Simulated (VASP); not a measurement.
# MgI2 (P-3m1) in VASP: single point with PBEsol

Aim: the single point of MgI2 with PBEsol.

Everything below comes from runs of VASP 6.6.1. Logs are shortened: lines on timing, memory, paths and dates and some standing lists are left out, and cuts for length are marked.

## (1) The cell of the first run

It takes space group P-3m1 (No. 164, trigonal). The conventional cell has a = 4.140 Å, b = 4.140 Å, c = 6.880 Å, α = 90.00°, β = 90.00°, γ = 120.00°. Within 3.9 Å of Mg (site symmetry -3m) lie 6 I at 2.94 Å. I (site symmetry 3m) has 3 Mg at 2.94 Å within 3.9 Å.

## (2) Single point, PBEsol

Input file INCAR:

```
SYSTEM = MgI2
  ALGO = Normal
  EDIFF = 1E-6
  ENCUT = 600
  GGA = PS
  GGA_COMPAT = .FALSE.
  ISIF = 2
  ISMEAR = 0
  LASPH = .TRUE.
  LCHARG = .TRUE.
  LELF = .TRUE.
  LREAL = .FALSE.
  LVHAR = .TRUE.
  LWAVE = .FALSE.
  NBANDS = 44
  NELM = 120
  PREC = Accurate
  SIGMA = 0.02
```

Input file KPOINTS:

```
k-points
0
G
  3 3 2
  0 0 0
```

Input file POSCAR:

```
MgI2
1.0
    8.2799998018      0.0000000000      0.0000000000
   -4.1399999009      7.1706901717      0.0000000000
    0.0000000000      0.0000000000      6.8800000000
Mg I
4 8
Direct
    0.0000000000      0.0000000000      0.0000000000
    0.0000000000      0.5000000000      0.0000000000
    0.5000000000      0.0000000000      0.0000000000
    0.5000000000      0.5000000000      0.0000000000
    0.1666666667      0.3333333333      0.2500000000
    0.3333333333      0.1666666667      0.7500000000
    0.1666666667      0.8333333333      0.2500000000
    0.3333333333      0.6666666667      0.7500000000
    0.6666666667      0.3333333333      0.2500000000
    0.8333333333      0.1666666667      0.7500000000
    0.6666666667      0.8333333333      0.2500000000
    0.8333333333      0.6666666667      0.7500000000
```

Potentials or basis: VASP PAW PBE potentials, release 64 (Mg, I).

The run is started by

```sh
$ cat potpaw_PBE.64/Mg/POTCAR potpaw_PBE.64/I/POTCAR > POTCAR
$ mpirun -np 1 vasp_std > vasp.out
```

OUTCAR:

```text
SYSTEM = MgI2
   EDIFF = 1E-6
   ENCUT = 600
   GGA = PS
   ISIF = 2
   ISMEAR = 0
   LASPH = .TRUE.
   LREAL = .FALSE.
   NELM = 120
   PREC = Accurate

 ion  position               nearest neighbor table
   1  0.000  0.000  0.000-   6 2.94  11 2.94   5 2.94  12 2.94   7 2.94  10 2.94
   2  0.000  0.500  0.000-   8 2.94   9 2.94   7 2.94  10 2.94   5 2.94  12 2.94
   3  0.500  0.000  0.000-   7 2.94  10 2.94   9 2.94   8 2.94   6 2.94  11 2.94
   4  0.500  0.500  0.000-   5 2.94  12 2.94  11 2.94   6 2.94   8 2.94   9 2.94
   5  0.167  0.333  0.250-   4 2.94   1 2.94   2 2.94
   6  0.333  0.167  0.750-   1 2.94   4 2.94   3 2.94
   7  0.167  0.833  0.250-   3 2.94   2 2.94   1 2.94
   8  0.333  0.667  0.750-   2 2.94   3 2.94   4 2.94
   9  0.667  0.333  0.250-   2 2.94   3 2.94   4 2.94
  10  0.833  0.167  0.750-   3 2.94   2 2.94   1 2.94
  11  0.667  0.833  0.250-   1 2.94   4 2.94   3 2.94
  12  0.833  0.667  0.750-   4 2.94   1 2.94   2 2.94

  LATTYP: Found a hexagonal cell.
 ALAT       =     8.2799998018
 C/A-ratio  =     0.8309178943

  Lattice vectors:

 A1 = (   8.2799998018,   0.0000000000,   0.0000000000)
 A2 = (  -4.1399999009,   7.1706901717,   0.0000000000)
 A3 = (   0.0000000000,   0.0000000000,   6.8800000000)

Analysis of symmetry for initial positions (statically):
=====================================================================
 Subroutine PRICEL returns following result:

  LATTYP: Found a hexagonal cell.
 ALAT       =     4.1399999009
 C/A-ratio  =     1.6618357886

  Lattice vectors:

 A1 = (   4.1399999009,   0.0000000000,   0.0000000000)
 A2 = (  -2.0699999505,   3.5853450858,   0.0000000000)
 A3 = (   0.0000000000,   0.0000000000,   6.8800000000)

   4 primitive cells build up your supercell.

 Routine SETGRP: Setting up the symmetry group for a
 hexagonal supercell.

 Subroutine GETGRP returns: Found 12 space group operations
 (whereof 12 operations were pure point group operations)
 out of a pool of 24 trial point group operations.

The static configuration has the point symmetry D_3d.

Analysis of symmetry for dynamics (positions and initial velocities):
=====================================================================
 Subroutine PRICEL returns following result:

  LATTYP: Found a hexagonal cell.
 ALAT       =     4.1399999009
 C/A-ratio  =     1.6618357886

  Lattice vectors:

 A1 = (   4.1399999009,   0.0000000000,   0.0000000000)
 A2 = (  -2.0699999505,   3.5853450858,   0.0000000000)
 A3 = (   0.0000000000,   0.0000000000,   6.8800000000)

   4 primitive cells build up your supercell.

 Routine SETGRP: Setting up the symmetry group for a
 hexagonal supercell.

 Subroutine GETGRP returns: Found 12 space group operations
 (whereof 12 operations were pure point group operations)
 out of a pool of 24 trial point group operations.

The dynamic configuration has the point symmetry D_3d.

 Subroutine INISYM returns: Found 12 space group operations
 (whereof 12 operations are pure point group operations),
 and found     4 'primitive' translations

----------------------------------------------------------------------------------------

                                     Primitive cell

  volume of cell :     102.1221

  direct lattice vectors                    reciprocal lattice vectors
     4.139999901  0.000000000  0.000000000     0.241545900  0.139456590  0.000000000
    -2.069999950  3.585345086  0.000000000     0.000000000  0.278913180  0.000000000
     0.000000000  0.000000000  6.880000000     0.000000000  0.000000000  0.145348837

  length of vectors
     4.139999901  4.139999901  6.880000000     0.278913180  0.278913180  0.145348837

  position of ions in fractional coordinates (direct lattice)
     0.000000000  0.000000000  0.000000000
     0.333333333  0.666666667  0.250000000
     0.666666667  0.333333333  0.750000000

  ion indices of the primitive-cell ions
   primitive index   ion index
                 1           1
                 2           7
                 3          10

----------------------------------------------------------------------------------------

 KPOINTS: k-points

Automatic generation of k-mesh.
 Grid dimensions read from file:
 generate k-points for:    3    3    2

 Generating k-lattice:

  Cartesian coordinates                     Fractional coordinates (reciprocal lattice)
     0.040257650  0.023242765  0.000000000     0.333333333  0.000000000  0.000000000
     0.000000000  0.046485530  0.000000000     0.000000000  0.333333333  0.000000000
     0.000000000  0.000000000  0.072674419     0.000000000  0.000000000  0.500000000

  Length of vectors
     0.046485530  0.046485530  0.072674419

  Shift w.r.t. Gamma in fractional coordinates (k-lattice)
     0.000000000  0.000000000  0.000000000

 Subroutine IBZKPT returns following result:
 ===========================================

 Found      6 irreducible k-points:

 Following reciprocal coordinates:
            Coordinates               Weight
  0.000000  0.000000  0.000000      1.000000
  0.333333 -0.000000  0.000000      6.000000
  0.333333  0.333333  0.000000      2.000000
  0.000000  0.000000  0.500000      1.000000
  0.333333 -0.000000  0.500000      6.000000
  0.333333  0.333333  0.500000      2.000000
   k-points           NKPTS =      6   k-points in BZ     NKDIM =      6   number of bands    NBANDS=     44
   number of dos      NEDOS =    301   number of ions     NIONS =     12
   total plane-waves  NPLWV = 274400
   dimension x,y,z NGX =    70 NGY =   70 NGZ =   56
   dimension x,y,z NGXF=   140 NGYF=  140 NGZF=  112
   ions per type =               4   8
   NGX,Y,Z   is equivalent  to a cutoff of  14.05, 14.05, 13.53 a.u.
   NGXF,Y,Z  is equivalent  to a cutoff of  28.11, 28.11, 27.06 a.u.
 SYSTEM =  MgI2
   PREC   = accura    normal or accurate (medium, high low for compatibility)
   ISTART =      0    job   : 0-new  1-cont  2-samecut
   ICHARG =      2    charge: 1-file 2-atom 10-const
   ISPIN  =      1    spin polarized calculation?
   LNONCOLLINEAR =      F non collinear calculations
   LSORBIT =      F    spin-orbit coupling
   LASPH  =      T    aspherical Exc in radial PAW
   ENCUT  =  600.0 eV  44.10 Ry    6.64 a.u.  16.54 16.54 13.74*2*pi/ulx,y,z
   NELM   =    120;   NELMIN=  2; NELMDL= -5     # of ELM steps
   EDIFF  = 0.1E-05   stopping-criterion for ELM
   LREAL  =      F    real-space projection
   EDIFFG = 0.1E-04   stopping-criterion for IOM
   NSW    =      0    number of steps for IOM
   IBRION =     -1    ionic relax: 0-MD 1-quasi-New 2-CG
   NFREE  =      0    steps in history (QN), initial steepest desc. (CG)
   ISIF   =      2    stress and relaxation
   ISYM   =      2    0-nonsym 1-usesym 2-fastsym
   POTIM  = 0.5000    time-step for ionic-motion
   TEBEG  =    0.0;   TEEND  =   0.0 temperature during run
   PSTRESS=    0.0 pullay stress
   NELECT =      64.0000    total number of electrons
   NUPDOWN=      -1.0000    fix difference up-down
   EMIN   =  10.00;   EMAX   =-10.00  energy-range for DOS
   EFERMI =   0.00;   METHOD = LEGACY
   ISMEAR =     0;   SIGMA  =   0.02  broadening in eV -4-tet -1-fermi 0-gaus
   EFERMI_NEDOS =   21; number of points for ismear=-14 and -15
   IALGO  =     38    algorithm
   IMIX   =      4    mixing-type and parameters
     AMIX     =   0.40;   BMIX     =  1.00
     AMIX_MAG =   1.60;   BMIX_MAG =  1.00
  volume/ion in A,a.u.               =      34.04       229.72
  Fermi-wavevector in a.u.,A,eV,Ry     =   0.882555  1.667786 10.597613  0.778903
  Thomas-Fermi vector in A             =   2.003202
   LORBIT       =      0    0 simple, 1 ext, 2 COOP (PROOUT), +10 PAW based schemes
   GGA     = PS    functional components
   LHFCALC =     F    Hartree Fock is set to
   AEXX    =    0.0000 exact exchange contribution
   IVDW    =     0    specifies the selected vdW correction
   LEPSILON=     F    determine dielectric tensor
   LRPA    =     F    only Hartree local field effects (RPA)
 non-spin polarized calculation
 Gauss-broadening in eV      SIGMA  =   0.02
  energy-cutoff  :      600.00
  volume of cell :      408.49
 maximum number of plane-waves:     13659
 NGX is ok and might be reduce to    70
   NGX = 33   NGY = 33   NGZ = 27

 number of electron      64.0000000 magnetization

 Free energy of the ion-electron system (eV)
  ---------------------------------------------------
  ext. energy  EPLUGINS =         0.00000000
  ---------------------------------------------------
  free energy    TOTEN  =       -33.61073852 eV

  energy without entropy =      -33.61073852  energy(sigma->0) =      -33.61073852

 E-fermi :   2.3819     XC(G=0):  -8.4215

 val. band max:        2.2608195928   @ k =   0.0000   0.0000   0.0000
 cond. band min:       5.6852602139   @ k =   0.0000   0.0000   0.5000
 fundamental gap:      3.4244406211
 Fermi energy:         2.3818640282

 k-point     1 :       0.0000    0.0000    0.0000
  band No.  band energies     occupation
      1      -9.8106      2.00000
      2      -9.1294      2.00000
      3      -9.0966      2.00000
      4      -9.0966      2.00000
      5      -9.0966      2.00000
      6      -8.8933      2.00000
[... 36 lines left out ...]
     43       7.5419      0.00000
     44       9.0092      0.00000

 k-point     2 :       0.3333   -0.0000    0.0000
  band No.  band energies     occupation
      1      -9.6687      2.00000
      2      -9.3309      2.00000
      3      -9.1125      2.00000
      4      -9.1125      2.00000
      5      -9.0539      2.00000
      6      -8.9185      2.00000
[... 180 lines left out ...]
 k-point     6 :       0.3333    0.3333    0.5000
  band No.  band energies     occupation
      1      -9.2819      2.00000
      2      -9.2819      2.00000
      3      -9.2819      2.00000
      4      -9.1137      2.00000
      5      -9.1137      2.00000
      6      -9.1137      2.00000
[... 36 lines left out ...]
     43       8.8943      0.00000
     44       8.9094      0.00000

------------------------ aborting loop because EDIFF is reached ----------------------------------------

  FORCE on cell =-STRESS in cart. coord.  units (eV):
  Direction    XX          YY          ZZ          XY          YZ          ZX
  --------------------------------------------------------------------------------------
  -------------------------------------------------------------------------------------
  Total       -1.7326221     -1.7326221     -2.9280309      0.0000000      0.0000000     -0.0000000
  in kB       -6.7957078     -6.7957078    -11.4843527      0.0000000      0.0000000     -0.0000000
  external PRESSURE =      -8.3585895 kB  Pullay stress =       0.0000000 kB

 VOLUME and BASIS-vectors are now :
 -----------------------------------------------------------------------------
  energy-cutoff  :      600.00
  volume of cell :      408.49
      direct lattice vectors                 reciprocal lattice vectors
     8.279999802  0.000000000  0.000000000     0.120772950  0.069728295  0.000000000
    -4.139999901  7.170690172  0.000000000     0.000000000  0.139456590  0.000000000
     0.000000000  0.000000000  6.880000000     0.000000000  0.000000000  0.145348837

 POSITION                                       TOTAL-FORCE (eV/Angst)
 -----------------------------------------------------------------------------------
      0.00000      0.00000      0.00000        -0.000000     -0.000000     -0.000000
     -2.07000      3.58535      0.00000        -0.000000     -0.000000     -0.000000
      4.14000      0.00000      0.00000        -0.000000     -0.000000     -0.000000
      2.07000      3.58535      0.00000        -0.000000     -0.000000     -0.000000
      0.00000      2.39023      1.72000         0.000000      0.000000     -0.300049
      2.07000      1.19512      5.16000        -0.000000     -0.000000      0.300049
     -2.07000      5.97558      1.72000         0.000000     -0.000000     -0.300049
     -0.00000      4.78046      5.16000         0.000000      0.000000      0.300049
      4.14000      2.39023      1.72000        -0.000000      0.000000     -0.300049
      6.21000      1.19512      5.16000         0.000000     -0.000000      0.300049
      2.07000      5.97558      1.72000        -0.000000     -0.000000     -0.300049
      4.14000      4.78046      5.16000        -0.000000     -0.000000      0.300049
 -----------------------------------------------------------------------------------
    total drift:                               -0.000000     -0.000000     -0.000000

  FREE ENERGIE OF THE ION-ELECTRON SYSTEM (eV)
  ---------------------------------------------------
  free  energy   TOTEN  =       -33.6107385244 eV

  energy  without entropy=      -33.6107385244  energy(sigma->0) =      -33.61073852
```

Run time: 2.1 min. Hardware: 1 thread of Intel Xeon 6975P-C (Granite Rapids), shared host; peak memory 0.63 GiB.

Results:

```
Free energy            : -33.6107 eV
Pressure               : -0.8 GPa
Largest force          : 0.300 eV/Å
Band gap on the k mesh : 3.42 eV
```

Forces on the atoms (eV/Å):
```
Mg   0.000  0.000  0.000
Mg   0.000  0.000  0.000
Mg   0.000  0.000  0.000
Mg   0.000  0.000  0.000
I    0.000  0.000 -0.300
I    0.000  0.000  0.300
I    0.000  0.000 -0.300
I    0.000  0.000  0.300
I    0.000  0.000 -0.300
I    0.000  0.000  0.300
I    0.000  0.000 -0.300
I    0.000  0.000  0.300
```

Levels at points of the mesh, in eV from the valence-band top:
```
           k point  band 29  band 30  band 31  band 32  band 33  band 34  band 35  band 36
(0.00, 0.00, 0.00)    -0.37    -0.02     0.00     0.00     3.51     3.60     3.60     3.60
(0.00, 0.00, 0.50)    -0.25    -0.25    -0.13    -0.13     3.42     3.42     3.42     4.61
```

Caveat: the k points lie up to 0.46 Å⁻¹ apart; the PAW data sets were made with another functional, which shifts forces and pressure a little; spin-orbit coupling is left out, which moves the levels of the heavy elements; an odd mesh through Γ misses points on the zone boundary, where band edges can lie; this functional lacks dispersion, which binds the layers, so the pressure and a relaxed spacing across them are unreliable.
